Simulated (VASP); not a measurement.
# Au (Fm-3m) in VASP: notebook

Runs on Au. Level: LDA. Tasks: single point, relaxation of volume and atoms at fixed shape.

Everything below comes from runs of VASP 6.6.1. Logs are shortened: lines on timing, memory, paths and dates and some standing lists are left out, and cuts for length are marked.

## 1. The cell of the first run

The structure is cubic, space group Fm-3m (No. 225). The conventional cell has a = 4.047 Å, b = 4.047 Å, c = 4.047 Å, α = 90.00°, β = 90.00°, γ = 90.00°. Au (site symmetry m-3m) has 12 Au at 2.86 Å within 3.8 Å.

## 2. Single point, LDA

File INCAR:

```
PREC = Accurate
ENCUT = 520
EDIFF = 1E-6
ISMEAR = 1
SIGMA = 0.05
LREAL = False
LASPH = True
NELM = 80
ALGO = Normal
ISIF = 2
LWAVE = False
LCHARG = False
GGA = CA
NBANDS = 12
```

File KPOINTS:

```
Automatic mesh
0
Gamma
  9 9 9
```

File POSCAR:

```
Au
1.0
    0.0000000000      2.0236143321      2.0236143321
    2.0236143321      0.0000000000      2.0236143321
    2.0236143321      2.0236143321      0.0000000000
Au
1
Direct
    0.0000000000      0.0000000000      0.0000000000
```

Potentials or basis: VASP PAW LDA potentials, release 64 (Au).

Started as:

```
cat potpaw_LDA.64/Au/POTCAR > POTCAR
mpirun -np 1 vasp_std > vasp.out
```

OUTCAR:

```text
PREC = Accurate
   ENCUT = 520
   EDIFF = 1E-6
   ISMEAR = 1
   LREAL = False
   LASPH = True
   NELM = 80
   ISIF = 2
   GGA = CA

 ion  position               nearest neighbor table
   1  0.000  0.000  0.000-

  LATTYP: Found a face centered cubic cell.
 ALAT       =     4.0472286642

  Lattice vectors:

 A1 = (   0.0000000000,   2.0236143321,   2.0236143321)
 A2 = (   2.0236143321,   0.0000000000,   2.0236143321)
 A3 = (   2.0236143321,   2.0236143321,   0.0000000000)

Analysis of symmetry for initial positions (statically):
=====================================================================
 Subroutine PRICEL returns:
 Original cell was already a primitive cell.

 Routine SETGRP: Setting up the symmetry group for a
 face centered cubic supercell.

 Subroutine GETGRP returns: Found 48 space group operations
 (whereof 48 operations were pure point group operations)
 out of a pool of 48 trial point group operations.

The static configuration has the point symmetry O_h .

Analysis of symmetry for dynamics (positions and initial velocities):
=====================================================================
 Subroutine PRICEL returns:
 Original cell was already a primitive cell.

 Routine SETGRP: Setting up the symmetry group for a
 face centered cubic supercell.

 Subroutine GETGRP returns: Found 48 space group operations
 (whereof 48 operations were pure point group operations)
 out of a pool of 48 trial point group operations.

The dynamic configuration has the point symmetry O_h .

 Subroutine INISYM returns: Found 48 space group operations
 (whereof 48 operations are pure point group operations),
 and found     1 'primitive' translations

----------------------------------------------------------------------------------------

                                     Primitive cell

  volume of cell :      16.5735

  direct lattice vectors                    reciprocal lattice vectors
     0.000000000  2.023614332  2.023614332    -0.247082654  0.247082654  0.247082654
     2.023614332  0.000000000  2.023614332     0.247082654 -0.247082654  0.247082654
     2.023614332  2.023614332  0.000000000     0.247082654  0.247082654 -0.247082654

  length of vectors
     2.861822833  2.861822833  2.861822833     0.427959711  0.427959711  0.427959711

  position of ions in fractional coordinates (direct lattice)
     0.000000000  0.000000000  0.000000000

  ion indices of the primitive-cell ions
   primitive index   ion index
                 1           1

----------------------------------------------------------------------------------------

[... 75 lines left out ...]
   ISIF   =      2    stress and relaxation
   ISYM   =      2    0-nonsym 1-usesym 2-fastsym
   POTIM  = 0.5000    time-step for ionic-motion
   TEBEG  =    0.0;   TEEND  =   0.0 temperature during run
   PSTRESS=    0.0 pullay stress
   NELECT =      11.0000    total number of electrons
   NUPDOWN=      -1.0000    fix difference up-down
   EMIN   =  10.00;   EMAX   =-10.00  energy-range for DOS
   EFERMI =   0.00;   METHOD = LEGACY
   ISMEAR =     1;   SIGMA  =   0.05  broadening in eV -4-tet -1-fermi 0-gaus
   EFERMI_NEDOS =   21; number of points for ismear=-14 and -15
   IALGO  =     38    algorithm
   IMIX   =      4    mixing-type and parameters
     AMIX     =   0.40;   BMIX     =  1.00
     AMIX_MAG =   1.60;   BMIX_MAG =  1.00
  volume/ion in A,a.u.               =      16.57       111.84
  Fermi-wavevector in a.u.,A,eV,Ry     =   1.428021  2.698569 27.745606  2.039244
  Thomas-Fermi vector in A             =   2.548128
   LORBIT       =      0    0 simple, 1 ext, 2 COOP (PROOUT), +10 PAW based schemes
   GGA     = CA    functional components
   LHFCALC =     F    Hartree Fock is set to
   AEXX    =    0.0000 exact exchange contribution
   IVDW    =     0    specifies the selected vdW correction
   LEPSILON=     F    determine dielectric tensor
   LRPA    =     F    only Hartree local field effects (RPA)
 non-spin polarized calculation
 Methfessel and Paxton  Order N= 1 SIGMA  =   0.05
  energy-cutoff  :      520.00
  volume of cell :       16.57
 maximum number of plane-waves:       459
 NGX is ok and might be reduce to    24
   NGX = 11   NGY = 11   NGZ = 11

 number of electron      10.9999999 magnetization

 Free energy of the ion-electron system (eV)
  ---------------------------------------------------
  ext. energy  EPLUGINS =         0.00000000
  ---------------------------------------------------
  free energy    TOTEN  =        -4.46979912 eV

  energy without entropy =       -4.46971422  energy(sigma->0) =       -4.46977082

 E-fermi :   9.7112     XC(G=0): -13.1437

 val. band max:        9.3565058736   @ k =   0.4444   0.3333   0.0000
 cond. band min:       9.7268185188   @ k =   0.4444   0.4444   0.0000
 fundamental gap:      0.3703126452
 Fermi energy:         9.7112413702

 k-point     1 :       0.0000    0.0000    0.0000
  band No.  band energies     occupation
      1      -0.4485      2.00000
      2       4.9057      2.00000
      3       4.9057      2.00000
      4       4.9057      2.00000
      5       6.5204      2.00000
      6       6.5204      2.00000
      7      24.2098      0.00000
      8      28.3215      0.00000
      9      28.3215      0.00000
     10      28.3215      0.00000
     11      33.4406      0.00000
     12      38.3404      0.00000
[... 331 lines left out ...]
 k-point    24 :       0.4444    0.4444    0.0000
  band No.  band energies     occupation
      1       2.4601      2.00000
      2       2.7939      2.00000
      3       7.7077      2.00000
      4       7.9779      2.00000
      5       7.9779      2.00000
      6       9.7268      0.50000
      7      16.9098      0.00000
      8      20.0772      0.00000
      9      20.0772      0.00000
     10      27.1956      0.00000
     11      29.8647      0.00000
     12      37.4776      0.00000

 [... further k-points ...]
[... 5 lines left out ...]
  --------------------------------------------------------------------------------------
  -------------------------------------------------------------------------------------
  Total        0.0531484      0.0531484      0.0531484      0.0000000      0.0000000     -0.0000000
  in kB        5.1379202      5.1379202      5.1379202      0.0000000      0.0000000     -0.0000000
  external PRESSURE =       5.1379202 kB  Pullay stress =       0.0000000 kB

 VOLUME and BASIS-vectors are now :
 -----------------------------------------------------------------------------
  energy-cutoff  :      520.00
  volume of cell :       16.57
      direct lattice vectors                 reciprocal lattice vectors
     0.000000000  2.023614332  2.023614332    -0.247082654  0.247082654  0.247082654
     2.023614332  0.000000000  2.023614332     0.247082654 -0.247082654  0.247082654
     2.023614332  2.023614332  0.000000000     0.247082654  0.247082654 -0.247082654

 POSITION                                       TOTAL-FORCE (eV/Angst)
 -----------------------------------------------------------------------------------
      0.00000      0.00000      0.00000         0.000000      0.000000      0.000000
 -----------------------------------------------------------------------------------
    total drift:                               -0.000000      0.000000     -0.000000

  FREE ENERGIE OF THE ION-ELECTRON SYSTEM (eV)
  ---------------------------------------------------
  free  energy   TOTEN  =        -4.4697991230 eV

  energy  without entropy=       -4.4697142229  energy(sigma->0) =       -4.46977082
```

It took 6.8 s on 1 thread of Intel Xeon 6975P-C, shared host; peak memory 0.13 GiB.

Results:

```yaml
Free_energy: -4.4698 eV
Pressure: 0.5 GPa
```

Caveat: spin-orbit coupling is left out, which moves the levels of the heavy elements.

## 3. Relaxation of volume and atoms at fixed shape, LDA

This run uses another cell than the first one, of 16.85 Å³/atom, 1.017 times its volume.

File INCAR:

```
SYSTEM = Au
PREC = Accurate
ENCUT = 600
EDIFF = 1E-7
ISMEAR = 1
SIGMA = 0.05
LREAL = .FALSE.
LASPH = .TRUE.
NELM = 100
ALGO = Normal
ISIF = 8
LWAVE = .FALSE.
LCHARG = .FALSE.
GGA = CA
IBRION = 2
NSW = 80
EDIFFG = -0.01
```

File KPOINTS:

```
Automatic mesh
0
G
  9 9 9
  0 0 0
```

File POSCAR:

```
Au
1.0
    0.0000000000      2.0350000000      2.0350000000
    2.0350000000      0.0000000000      2.0350000000
    2.0350000000      2.0350000000      0.0000000000
Au
1
Direct
    0.0000000000      0.0000000000      0.0000000000
```

Potentials or basis: VASP PAW LDA potentials, release 64 (Au).

Started as:

```
cat potpaw_LDA.64/Au/POTCAR > POTCAR
mpirun -np 1 vasp_std > vasp.out
```

Wall time 23 s (1 thread of Intel Xeon 6975P-C, shared host); peak memory 0.13 GiB.

It converged, with:

```
Free energy                            : -4.4699 eV
Relaxed volume                         : 16.63 Å³/atom
Relaxed cell                           : a = 2.865 Å, b = 2.865 Å, c = 2.865 Å, α = 60.00°, β = 60.00°, γ = 60.00°
Space group after relaxing (to 0.05 Å) : Fm-3m (No. 225)
Energy gained by relaxing              : 1.9 meV/atom
Ionic steps                            : 3
Pressure after relaxing                : 0.0 GPa
```

The path:
```
step  energy change (eV)  largest force (eV/Å)  pressure (GPa)  volume (Å³)
   1              0.0000                0.0000           -2.58        16.85
   2              0.0050                0.0000            5.39        16.20
   3             -0.0019                0.0000           -0.03        16.63
```

Final structure:
```xyz
1
Lattice="0.0000 2.0258 2.0258 2.0258 0.0000 2.0258 2.0258 2.0258 0.0000" Properties=species:S:1:pos:R:3 pbc="T T T"
Au    0.0000    0.0000    0.0000
```

Levels at points of the mesh, in eV from the Fermi level:
```
           k point  band 2  band 3  band 4  band 5  band 6  band 7  band 8  band 9
(0.00, 0.00, 0.00)   -4.80   -4.80   -4.80   -3.19   -3.19   14.50   18.59   18.59
```

Caveat: spin-orbit coupling is left out, which moves the levels of the heavy elements. Zero-point motion and thermal expansion aren't in these numbers.
